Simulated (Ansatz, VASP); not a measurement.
# One calculation of Be3TeO2, two programs

Contents of INCAR:

```
SYSTEM = Be3TeO2
  PREC = Accurate
  ENCUT = 600
  EDIFF = 1E-6
  ISMEAR = 0
  SIGMA = 0.02
  LREAL = .False.
  LASPH = .True.
  NELM = 80
  ALGO = Normal
  ISIF = 3
  LWAVE = .False.
  LCHARG = .False.
  GGA = PE
  IBRION = 2
  NSW = 100
  EDIFFG = -0.01
```

The input KPOINTS:

```
Automatic mesh
0
Gamma
  6 6 6
  0 0 0
```

File POSCAR:

```
Be3TeO2
1.0
    5.4043399623      0.0000000000      0.0000000000
   -2.7021699811      4.6802956980      0.0000000000
    0.0000000000      0.0000000000      4.9942586238
Be Te O
3 1 2
Direct
    0.5000000000      0.0000000000      0.5000000000
    0.0000000000      0.5000000000      0.5000000000
    0.5000000000      0.5000000000      0.5000000000
    0.0000000000      0.0000000000      0.5000000000
    0.3333333333      0.6666666667      0.5000000000
    0.6666666667      0.3333333333      0.5000000000
```

Input for Ansatz:

```yaml
crystal:
  lattice:
    - [5.4043399623, 0.0, 0.0]
    - [-2.7021699811, 4.680295698, 0.0]
    - [0.0, 0.0, 4.9942586238]
  atoms:
    - { symbol: Be, position: [0.5, 0.0, 0.5] }
    - { symbol: Be, position: [0.0, 0.5, 0.5] }
    - { symbol: Be, position: [0.5, 0.5, 0.5] }
    - { symbol: Te, position: [0.0, 0.0, 0.5] }
    - { symbol: O, position: [0.3333333333, 0.6666666667, 0.5] }
    - { symbol: O, position: [0.6666666667, 0.3333333333, 0.5] }
basis:
  ecutwfc: 420
kpoints:
  mp_grid: { grid: [6, 6, 6] }
hamiltonian:
  xc: pbe
scf:
  occupations: { method: gaussian, width: 0.02 }
output:
  forces: true
  stress: true
  eigenvalues: true
relax:
  adjacent_minimum: "off"
  f_tol: 0.01
  max_steps: 80
  cell: { stress_tol: 0.05 }
```

Alike in both runs: task relaxation of cell and atoms; functional PBE; k mesh 6 × 6 × 6; occupations gaussian, width 0.02 eV; no spin polarisation.

|  | VASP | Ansatz |
| --- | --- | --- |
| version | VASP 6.6.1 | Ansatz 0.2.0 |
| potentials or method | VASP PAW PBE potentials, release 64 (Be, Te, O), cutoff 600 eV | scalar-relativistic, plane waves, PAW |
| valence electrons in the cell | 24 | 34 |

```csv
,VASP,Ansatz,Ansatz less VASP
"gap on the k mesh at the Fermi level, each at its own relaxed structure (eV)",2.46,2.55,+0.083
relaxed volume (Å³/atom),23.38,24.30,+0.915
relaxed cell length with the largest relative difference (Å),5.547,5.764,+0.2166
```

VASP's potentials hold 24 valence electrons a cell and Ansatz's 34, so a difference there can come from the potentials and not from the codes.

Neither program's run includes spin-orbit coupling.
